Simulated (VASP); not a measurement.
# AlN (zincblende type) in VASP: a series of runs

AlN (zincblende type) is run at these levels: PBE; tasks: electric field gradients.

Everything below comes from runs of VASP 6.6.1. Logs are shortened: lines on timing, memory, paths and dates and some standing lists are left out, and cuts for length are marked.

**1. The cell of the first run**

Symmetry: I-4m2, No. 119, tetragonal system. The conventional cell has a = 3.145 Å, b = 3.145 Å, c = 4.315 Å, α = 90.00°, β = 90.00°, γ = 90.00°. Within 2.5 Å of Al (site symmetry -4m2) lie 4 N at 1.91 Å. N (site symmetry -4m2) has 4 Al at 1.91 Å within 2.5 Å.

**2. Electric field gradients, PBE (z stretched by -2 % at fixed volume)**

INCAR

```
SYSTEM = AlN
  PREC = Accurate
  ENCUT = 520
  EDIFF = 1E-8
  ISMEAR = -1
  SIGMA = 0.08
  LREAL = .FALSE.
  LASPH = .TRUE.
  NELM = 60
  ALGO = Normal
  ISIF = 2
  LWAVE = .FALSE.
  LCHARG = .FALSE.
  GGA = PE
  LEFG = .TRUE.
  NBANDS = 11
```

KPOINTS

```
regular mesh
0
G
  13 13 13
  0 0 0
```

POSCAR

```
AlN
1.0
    0.0000000000      2.2239543542      2.1575704371
    2.2239543542      0.0000000000      2.1575704371
    2.2239543542      2.2239543542      0.0000000000
Al N
1 1
Direct
    0.0000000000      0.0000000000      0.0000000000
    0.2500000000      0.2500000000      0.2500000000
```

Potentials or basis: VASP PAW PBE potentials, release 64 (Al, N).

On the command line:

```
> cat potpaw_PBE.64/Al/POTCAR potpaw_PBE.64/N/POTCAR > POTCAR
> mpirun -np 1 vasp_std > vasp.out
```

OUTCAR:

```text
SYSTEM = AlN
   PREC = Accurate
   ENCUT = 520
   EDIFF = 1E-8
   ISMEAR = -1
   LREAL = .FALSE.
   LASPH = .TRUE.
   NELM = 60
   ISIF = 2
   GGA = PE

 ion  position               nearest neighbor table
   1  0.000  0.000  0.000-   2 1.91   2 1.91   2 1.91   2 1.91
   2  0.250  0.250  0.250-   1 1.91   1 1.91   1 1.91   1 1.91

  LATTYP: Found a body centered tetragonal cell.
 ALAT       =     3.1451464098
 C/A-ratio  =     1.3720000000

  Lattice vectors:

 A1 = (   0.0000000000,  -2.2239543542,  -2.1575704371)
 A2 = (   0.0000000000,   2.2239543542,  -2.1575704371)
 A3 = (   2.2239543542,   0.0000000000,   2.1575704371)

Analysis of symmetry for initial positions (statically):
=====================================================================
 Subroutine PRICEL returns:
 Original cell was already a primitive cell.

 Routine SETGRP: Setting up the symmetry group for a
 body centered tetragonal supercell.

 Subroutine GETGRP returns: Found  8 space group operations
 (whereof  8 operations were pure point group operations)
 out of a pool of 16 trial point group operations.

The static configuration has the point symmetry D_2d.

Analysis of symmetry for dynamics (positions and initial velocities):
=====================================================================
 Subroutine PRICEL returns:
 Original cell was already a primitive cell.

 Routine SETGRP: Setting up the symmetry group for a
 body centered tetragonal supercell.

 Subroutine GETGRP returns: Found  8 space group operations
 (whereof  8 operations were pure point group operations)
 out of a pool of 16 trial point group operations.

The dynamic configuration has the point symmetry D_2d.

 Subroutine INISYM returns: Found  8 space group operations
 (whereof  8 operations are pure point group operations),
 and found     1 'primitive' translations

----------------------------------------------------------------------------------------

                                     Primitive cell

  volume of cell :      21.3426

  direct lattice vectors                    reciprocal lattice vectors
     0.000000000  2.223954354  2.157570437    -0.224824758  0.224824758  0.231742144
     2.223954354  0.000000000  2.157570437     0.224824758 -0.224824758  0.231742144
     2.223954354  2.223954354  0.000000000     0.224824758  0.224824758 -0.231742144

  length of vectors
     3.098561466  3.098561466  3.145146410     0.393442201  0.393442201  0.393442201

  position of ions in fractional coordinates (direct lattice)
     0.000000000  0.000000000  0.000000000
     0.250000000  0.250000000  0.250000000

  ion indices of the primitive-cell ions
   primitive index   ion index
                 1           1
                 2           2

----------------------------------------------------------------------------------------

 KPOINTS: regular mesh

Automatic generation of k-mesh.
 Grid dimensions read from file:
 generate k-points for:   13   13   13

 Generating k-lattice:

  Cartesian coordinates                     Fractional coordinates (reciprocal lattice)
    -0.017294212  0.017294212  0.017826319     0.076923077 -0.000000000  0.000000000
     0.017294212 -0.017294212  0.017826319    -0.000000000  0.076923077  0.000000000
     0.017294212  0.017294212 -0.017826319     0.000000000  0.000000000  0.076923077

  Length of vectors
     0.030264785  0.030264785  0.030264785

  Shift w.r.t. Gamma in fractional coordinates (k-lattice)
     0.000000000  0.000000000  0.000000000

 Subroutine IBZKPT returns following result:
 ===========================================

 Found    196 irreducible k-points:

 Following reciprocal coordinates:
            Coordinates               Weight
  0.000000  0.000000  0.000000      1.000000
  0.076923  0.000000  0.000000      8.000000
  0.153846 -0.000000  0.000000      8.000000
  0.230769  0.000000  0.000000      8.000000
  0.307692 -0.000000  0.000000      8.000000
  0.384615  0.000000  0.000000      8.000000
[... 16 lines left out ...]
  0.384615  0.153846  0.000000      8.000000
  0.461538  0.153846  0.000000      8.000000
 [... further k-points ...]
   k-points           NKPTS =    196   k-points in BZ     NKDIM =    196   number of bands    NBANDS=     11
   number of dos      NEDOS =    301   number of ions     NIONS =      2
   total plane-waves  NPLWV =  13824
   dimension x,y,z NGX =    24 NGY =   24 NGZ =   24
   dimension x,y,z NGXF=    48 NGYF=   48 NGZF=   48
   ions per type =               1   1
   NGX,Y,Z   is equivalent  to a cutoff of  12.88, 12.88, 12.69 a.u.
   NGXF,Y,Z  is equivalent  to a cutoff of  25.75, 25.75, 25.37 a.u.
 SYSTEM =  AlN
   PREC   = accura    normal or accurate (medium, high low for compatibility)
   ISTART =      0    job   : 0-new  1-cont  2-samecut
   ICHARG =      2    charge: 1-file 2-atom 10-const
   ISPIN  =      1    spin polarized calculation?
   LNONCOLLINEAR =      F non collinear calculations
   LSORBIT =      F    spin-orbit coupling
   LASPH  =      T    aspherical Exc in radial PAW
   ENCUT  =  520.0 eV  38.22 Ry    6.18 a.u.   5.76  5.76  5.85*2*pi/ulx,y,z
   NELM   =     60;   NELMIN=  2; NELMDL= -5     # of ELM steps
   EDIFF  = 0.1E-07   stopping-criterion for ELM
   LREAL  =      F    real-space projection
   EDIFFG = 0.1E-06   stopping-criterion for IOM
   NSW    =      0    number of steps for IOM
   IBRION =     -1    ionic relax: 0-MD 1-quasi-New 2-CG
   NFREE  =      0    steps in history (QN), initial steepest desc. (CG)
   ISIF   =      2    stress and relaxation
   ISYM   =      2    0-nonsym 1-usesym 2-fastsym
   POTIM  = 0.5000    time-step for ionic-motion
   TEBEG  =    0.0;   TEEND  =   0.0 temperature during run
   PSTRESS=    0.0 pullay stress
   NELECT =       8.0000    total number of electrons
   NUPDOWN=      -1.0000    fix difference up-down
   EMIN   =  10.00;   EMAX   =-10.00  energy-range for DOS
   EFERMI =   0.00;   METHOD = LEGACY
   ISMEAR =    -1;   SIGMA  =   0.08  broadening in eV -4-tet -1-fermi 0-gaus
   EFERMI_NEDOS =   21; number of points for ismear=-14 and -15
   IALGO  =     38    algorithm
   IMIX   =      4    mixing-type and parameters
     AMIX     =   0.40;   BMIX     =  1.00
     AMIX_MAG =   1.60;   BMIX_MAG =  1.00
  volume/ion in A,a.u.               =      10.67        72.01
  Fermi-wavevector in a.u.,A,eV,Ry     =   1.180382  2.230599 18.957021  1.393302
  Thomas-Fermi vector in A             =   2.316675
   LORBIT       =      0    0 simple, 1 ext, 2 COOP (PROOUT), +10 PAW based schemes
   GGA     = PE    functional components
   LHFCALC =     F    Hartree Fock is set to
   AEXX    =    0.0000 exact exchange contribution
   IVDW    =     0    specifies the selected vdW correction
   LEPSILON=     F    determine dielectric tensor
   LRPA    =     F    only Hartree local field effects (RPA)
 non-spin polarized calculation
  energy-cutoff  :      520.00
  volume of cell :       21.34
 maximum number of plane-waves:       586
   NGX = 11   NGY = 11   NGZ = 11

 number of electron       8.0000001 magnetization

 Free energy of the ion-electron system (eV)
  ---------------------------------------------------
  ext. energy  EPLUGINS =         0.00000000
  ---------------------------------------------------
  free energy    TOTEN  =       -14.84232109 eV

  energy without entropy =      -14.84232109  energy(sigma->0) =      -14.84232109

 E-fermi :   7.4222     XC(G=0): -10.8298

 val. band max:        5.8275208913   @ k =   0.0000   0.0000   0.0000
 cond. band min:       9.0667555513   @ k =   0.4615   0.4615   0.0000
 fundamental gap:      3.2392346600
 Fermi energy:         7.4221865201

 k-point     1 :       0.0000    0.0000    0.0000
  band No.  band energies     occupation
      1      -9.0959      2.00000
      2       5.7090      2.00000
      3       5.7090      2.00000
      4       5.8275      2.00000
      5       9.7276      0.00000
      6      18.0480      0.00000
      7      18.0858      0.00000
      8      18.0858      0.00000
      9      22.7630      0.00000
     10      23.6498      0.00000
     11      24.2397      0.00000
[... 309 lines left out ...]
 k-point    24 :       0.4615    0.1538    0.0000
  band No.  band energies     occupation
      1      -7.1174      2.00000
      2       0.6747      2.00000
      3       4.5483      2.00000
      4       4.7834      2.00000
      5      12.7308      0.00000
      6      14.9071      0.00000
      7      17.5681      0.00000
      8      17.6152      0.00000
      9      21.7094      0.00000
     10      25.8629      0.00000
     11      25.9449      0.00000

 [... further k-points ...]

------------------------ aborting loop because EDIFF is reached ----------------------------------------

  FORCE on cell =-STRESS in cart. coord.  units (eV):
  Direction    XX          YY          ZZ          XY          YZ          ZX
  --------------------------------------------------------------------------------------
  -------------------------------------------------------------------------------------
  Total       -0.2091304     -0.2091304      0.2804219      0.0000000      0.0000000      0.0000000
  in kB      -15.6993290    -15.6993290     21.0511453      0.0000000      0.0000000      0.0000000
  external PRESSURE =      -3.4491709 kB  Pullay stress =       0.0000000 kB

 VOLUME and BASIS-vectors are now :
 -----------------------------------------------------------------------------
  energy-cutoff  :      520.00
  volume of cell :       21.34
      direct lattice vectors                 reciprocal lattice vectors
     0.000000000  2.223954354  2.157570437    -0.224824758  0.224824758  0.231742144
     2.223954354  0.000000000  2.157570437     0.224824758 -0.224824758  0.231742144
     2.223954354  2.223954354  0.000000000     0.224824758  0.224824758 -0.231742144

 POSITION                                       TOTAL-FORCE (eV/Angst)
 -----------------------------------------------------------------------------------
      0.00000      0.00000      0.00000        -0.000000      0.000000     -0.000000
      1.11198      1.11198      1.07879         0.000000     -0.000000      0.000000
 -----------------------------------------------------------------------------------
    total drift:                                0.000000      0.000000      0.000000

  FREE ENERGIE OF THE ION-ELECTRON SYSTEM (eV)
  ---------------------------------------------------
  free  energy   TOTEN  =       -14.8423210909 eV

  energy  without entropy=      -14.8423210908  energy(sigma->0) =      -14.84232109

 Electric field gradients (V/A^2)
---------------------------------------------------------------------
 ion       V_xx      V_yy      V_zz      V_xy      V_xz      V_yz
---------------------------------------------------------------------
   1      -1.569    -1.569     3.139    -0.000    -0.000    -0.000
   2       1.037     1.037    -2.074     0.000     0.000     0.000
---------------------------------------------------------------------

 Electric field gradients after diagonalization (V/A^2)
 (convention: |V_zz| > |V_xx| > |V_yy|)
----------------------------------------------------------------------
 ion       V_xx      V_yy      V_zz     asymmetry (V_yy - V_xx)/ V_zz
----------------------------------------------------------------------
   1      -1.569    -1.569     3.139       0.000
   2       1.037     1.037    -2.074       0.000
----------------------------------------------------------------------

           NMR quadrupolar parameters

 Cq : quadrupolar parameter    Cq=e*Q*V_zz/h
 eta: asymmetry parameters     (V_yy - V_xx)/ V_zz
 Q  : nuclear electric quadrupole moment in mb (millibarn)
----------------------------------------------------------------------
 ion       Cq(MHz)       eta       Q (mb)
----------------------------------------------------------------------
   1       0.008       0.000       1.000
   2      -0.005       0.000       1.000
----------------------------------------------------------------------
```

It took 12 s on 1 thread of Intel Xeon 6975P-C (Granite Rapids), shared host; peak memory 0.16 GiB.

What came out:

```
Free energy            : -14.8423 eV
Pressure               : -0.3 GPa
Band gap on the k mesh : 3.24 eV, indirect (least direct gap 3.90 eV)
```

Stress tensor (GPa, compression positive):
```
-1.57  0.00  0.00
 0.00 -1.57  0.00
 0.00  0.00  2.11
```

Electric field gradients, principal values (V/Å²):
```tsv
atom	least	middle	greatest (by size)
1 Al	-1.569	-1.569	3.139
2 N	1.037	1.037	-2.074
```

Caveat: without QUAD_EFG the Cq values of the log hold for a quadrupole moment of 1 mb, not for the nuclei.

**3. Electric field gradients, PBE (atom 2 (N) moved by [0.021213, 0.021213, 0.0] A)**

INCAR

```
ALGO = Normal
EDIFF = 1E-8
ENCUT = 520
GGA = PE
ISIF = 2
ISMEAR = -1
LASPH = T
LCHARG = F
LEFG = T
LREAL = F
LWAVE = F
NBANDS = 11
NELM = 100
PREC = Accurate
SIGMA = 0.08
```

KPOINTS

```
k-points
0
Gamma
  13 13 13
```

POSCAR

```
AlN
1.0
    0.0000000000      2.2016024868      2.2016024868
    2.2016024868      0.0000000000      2.2016024868
    2.2016024868      2.2016024868      0.0000000000
Al N
1 1
Direct
    0.0000000000      0.0000000000      0.0000000000
    0.2500000000      0.2500000000      0.2596352544
```

Potentials or basis: VASP PAW PBE potentials, release 64 (Al, N).

On the command line:

```
> cat potpaw_PBE.64/Al/POTCAR potpaw_PBE.64/N/POTCAR > POTCAR
> mpirun -np 1 vasp_std > vasp.out
```

OUTCAR:

```text
EDIFF = 1E-8
   ENCUT = 520
   GGA = PE
   ISIF = 2
   ISMEAR = -1
   LASPH = T
   LREAL = F
   NELM = 100
   PREC = Accurate

 ion  position               nearest neighbor table
   1  0.000  0.000  0.000-   2 1.88   2 1.91   2 1.91   2 1.93
   2  0.250  0.250  0.260-   1 1.88   1 1.91   1 1.91   1 1.93

  LATTYP: Found a face centered cubic cell.
 ALAT       =     4.4032049736

  Lattice vectors:

 A1 = (   0.0000000000,   2.2016024868,   2.2016024868)
 A2 = (   2.2016024868,   0.0000000000,   2.2016024868)
 A3 = (   2.2016024868,   2.2016024868,   0.0000000000)

Analysis of symmetry for initial positions (statically):
=====================================================================
 Subroutine PRICEL returns:
 Original cell was already a primitive cell.

 Routine SETGRP: Setting up the symmetry group for a
 face centered cubic supercell.

 Subroutine GETGRP returns: Found  2 space group operations
 (whereof  2 operations were pure point group operations)
 out of a pool of 48 trial point group operations.

The static configuration has the point symmetry C_1h.

Analysis of symmetry for dynamics (positions and initial velocities):
=====================================================================
 Subroutine PRICEL returns:
 Original cell was already a primitive cell.

 Routine SETGRP: Setting up the symmetry group for a
 face centered cubic supercell.

 Subroutine GETGRP returns: Found  2 space group operations
 (whereof  2 operations were pure point group operations)
 out of a pool of 48 trial point group operations.

The dynamic configuration has the point symmetry C_1h.

[... 160 lines left out ...]
      7      18.0676      0.00000
      8      18.0815      0.00000
      9      23.2349      0.00000
     10      23.2383      0.00000
     11      24.4824      0.00000
[... 309 lines left out ...]
 k-point    24 :       0.0769    0.0000    0.1538
  band No.  band energies     occupation
      1      -8.7929      2.00000
      2       4.3569      2.00000
      3       5.5287      2.00000
      4       5.5767      2.00000
      5      10.9547      0.00000
      6      17.2479      0.00000
      7      18.2810      0.00000
      8      18.4079      0.00000
      9      20.0355      0.00000
     10      22.8749      0.00000
     11      24.5236      0.00000

 [... further k-points ...]
[... 5 lines left out ...]
  --------------------------------------------------------------------------------------
  -------------------------------------------------------------------------------------
  Total       -0.0261402     -0.0261402     -0.0156048      0.0163033     -0.1705257     -0.1705257
  in kB       -1.9623354     -1.9623354     -1.1714444      1.2238782    -12.8012907    -12.8012906
  external PRESSURE =      -1.6987050 kB  Pullay stress =       0.0000000 kB

 VOLUME and BASIS-vectors are now :
 -----------------------------------------------------------------------------
  energy-cutoff  :      520.00
  volume of cell :       21.34
      direct lattice vectors                 reciprocal lattice vectors
     0.000000000  2.201602487  2.201602487    -0.227107302  0.227107302  0.227107302
     2.201602487  0.000000000  2.201602487     0.227107302 -0.227107302  0.227107302
     2.201602487  2.201602487  0.000000000     0.227107302  0.227107302 -0.227107302

 POSITION                                       TOTAL-FORCE (eV/Angst)
 -----------------------------------------------------------------------------------
      0.00000      0.00000      0.00000         0.290936      0.290936     -0.025706
      1.12201      1.12201      1.10080        -0.290936     -0.290936      0.025706
 -----------------------------------------------------------------------------------
    total drift:                               -0.000029     -0.000029     -0.000017

  FREE ENERGIE OF THE ION-ELECTRON SYSTEM (eV)
  ---------------------------------------------------
  free  energy   TOTEN  =       -14.8412563417 eV

  energy  without entropy=      -14.8412563416  energy(sigma->0) =      -14.84125634

 Electric field gradients (V/A^2)
---------------------------------------------------------------------
 ion       V_xx      V_yy      V_zz      V_xy      V_xz      V_yz
---------------------------------------------------------------------
   1       0.049     0.049    -0.098    -0.087     4.275     4.275
   2       0.014     0.014    -0.028    -0.029     0.550     0.550
---------------------------------------------------------------------

 Electric field gradients after diagonalization (V/A^2)
 (convention: |V_zz| > |V_xx| > |V_yy|)
----------------------------------------------------------------------
 ion       V_xx      V_yy      V_zz     asymmetry (V_yy - V_xx)/ V_zz
----------------------------------------------------------------------
   1       5.977     0.136    -6.114       0.955
   2       0.756     0.043    -0.799       0.892
----------------------------------------------------------------------

           NMR quadrupolar parameters

 Cq : quadrupolar parameter    Cq=e*Q*V_zz/h
 eta: asymmetry parameters     (V_yy - V_xx)/ V_zz
 Q  : nuclear electric quadrupole moment in mb (millibarn)
----------------------------------------------------------------------
 ion       Cq(MHz)       eta       Q (mb)
----------------------------------------------------------------------
   1      -0.015       0.955       1.000
   2      -0.002       0.892       1.000
----------------------------------------------------------------------
```

stdout:

```text
POSCAR found type information on POSCAR AlN
 POSCAR found :  2 types and       2 ions
 scaLAPACK will be used
 LDA part: xc-table for (Slater+PW92), standard interpolation
 POSCAR, INCAR and KPOINTS ok, starting setup
 FFT: planning ... GRIDC
 FFT: planning ... GRID_SOFT
 FFT: planning ... GRID
 WAVECAR not read
 entering main loop
ion   1

ion   2
```

It took 36 s on 1 thread of Intel Xeon 6975P-C (Granite Rapids), shared host; peak memory 0.24 GiB.

Results:

* Free energy: -14.8413 eV
* Pressure: -0.2 GPa
* Largest force: 0.412 eV/Å
* Band gap on the k mesh: 3.31 eV, indirect (least direct gap 3.90 eV)

Forces on the atoms (eV/Å):
```
Al   0.291  0.291 -0.026
N   -0.291 -0.291  0.026
```

Stress tensor (GPa, compression positive):
```
-0.20  0.12 -1.28
 0.12 -0.20 -1.28
-1.28 -1.28 -0.12
```

Electric field gradients, principal values (V/Å²):
| atom | least | middle | greatest (by size) |
| --- | --- | --- | --- |
| 1 Al | 0.136 | 5.977 | -6.114 |
| 2 N | 0.043 | 0.756 | -0.799 |

Caveat: the cell differs from its parent crystal (atom 2 (N) moved by [0.021213, 0.021213, 0.0] A); without QUAD_EFG the Cq values of the log hold for a quadrupole moment of 1 mb, not for the nuclei. A k mesh can miss the band edges.
